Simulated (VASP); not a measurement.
Wanted: the native input for a VASP 6.6.1 run.

```
Task                   : single point
Functional             : PBE
Potentials or basis    : VASP PAW PBE potentials, release 64 (Sn_d, O)
Cutoff                 : 520 eV
k mesh                 : 12 × 12 × 10
Occupations            : gaussian, width 0.1 eV
Spin                   : no spin polarisation
Dipole correction      : no
Further INCAR settings : ALGO = Normal; EDIFF = 1e-07; NBANDS = 28
```

The structure of SnO lies in POSCAR:

```
SnO
1.0
    3.8681707533      0.0000000000      0.0000000000
    0.0000000000      3.8681707533      0.0000000000
    0.0000000000      0.0000000000      5.0672768823
Sn O
2 2
Direct
    0.0000000000      0.5000000000      0.2287361935
    0.5000000000      0.0000000000      0.7712638065
    0.0000000000      0.0000000000      0.0000000000
    0.5000000000      0.5000000000      0.0000000000
```

The input as run:

INCAR

```
  PREC = Accurate
  ENCUT = 520
  EDIFF = 1E-7
  ISMEAR = 0
  SIGMA = 0.1
  LREAL = F
  LASPH = T
  NELM = 100
  ALGO = Normal
  ISIF = 2
  LWAVE = F
  LCHARG = F
  GGA = PE
  NBANDS = 28
```

KPOINTS

```
regular mesh
0
Gamma
  12 12 10
```

Potentials or basis: VASP PAW PBE potentials, release 64 (Sn_d, O).

Command:

```console
$ cat potpaw_PBE.64/Sn_d/POTCAR potpaw_PBE.64/O/POTCAR > POTCAR
$ mpirun -np 1 vasp_std > vasp.out
```

It gave:

```
Pressure               : 0.2 GPa
Largest force          : 0.077 eV/Å
Band gap on the k mesh : 0.50 eV (least direct gap 1.91 eV)
```

Caveat: semilocal functionals underestimate gaps, and a narrow one can read as zero; spin-orbit coupling is left out, which moves the levels of the heavy elements.

It took 8.1 min on 1 thread of Intel Xeon 8259CL, with other jobs on the host, peak memory 0.4 GiB.
